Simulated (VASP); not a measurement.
Wanted: the native input for a VASP 6.6.1 run.

- Task: relaxation of cell and atoms
- Functional: PBE
- Potentials or basis: VASP PAW PBE potentials, release 64 (Ca_sv, Ge_d)
- Cutoff: 600 eV
- k mesh: 10 × 10 × 10
- Occupations: gaussian, width 0.1 eV
- Spin: no spin polarisation
- Dipole correction: no
- Further INCAR settings: ALGO = Fast; EDIFF = 1e-06; IBRION = 2; EDIFFG = -0.01; NSW = 100; ISIF = 3

The structure of Ca3Ge lies in POSCAR:

```
Ca3Ge
1.0
    4.8625949906      0.0000000000      0.0000000000
    0.0000000000      4.8625949906      0.0000000000
    0.0000000000      0.0000000000      4.8625949906
Ca Ge
3 1
Direct
    0.0000000000      0.5000000000      0.5000000000
    0.5000000000      0.0000000000      0.5000000000
    0.5000000000      0.5000000000      0.0000000000
    0.0000000000      0.0000000000      0.0000000000
```

These files were run (other wordings do the same):

INCAR

```
  PREC = Accurate
  ENCUT = 600
  EDIFF = 1E-6
  ISMEAR = 0
  SIGMA = 0.1
  LREAL = F
  LASPH = T
  NELM = 100
  ALGO = Fast
  ISIF = 3
  LWAVE = F
  LCHARG = F
  GGA = PE
  IBRION = 2
  NSW = 100
  EDIFFG = -0.01
```

KPOINTS

```
Automatic mesh
0
Gamma
  10 10 10
```

Potentials or basis: VASP PAW PBE potentials, release 64 (Ca_sv, Ge_d).

Launch:

```console
$ cat potpaw_PBE.64/Ca_sv/POTCAR potpaw_PBE.64/Ge_d/POTCAR > POTCAR
$ mpirun -np 1 vasp_std > vasp.out
```

It gave:

* Relaxed volume: 28.98 Å³/atom
* Relaxed cell: a = 4.876 Å, b = 4.876 Å, c = 4.876 Å, α = 90.00°, β = 90.00°, γ = 90.00°
* Space group after relaxing (to 0.1 Å): Pm-3m (No. 221)
* Energy gained by relaxing: 0.2 meV/atom
* Ionic steps: 4
* Pressure after relaxing: 0.0 GPa
* Band gap on the k mesh: zero (bands 22 and 23 overlap by 0.26 eV)

It took 10 min on 1 thread of Intel(R) Xeon(R) Platinum 8488C (Sapphire Rapids), on a shared host, peak memory 0.39 GiB.
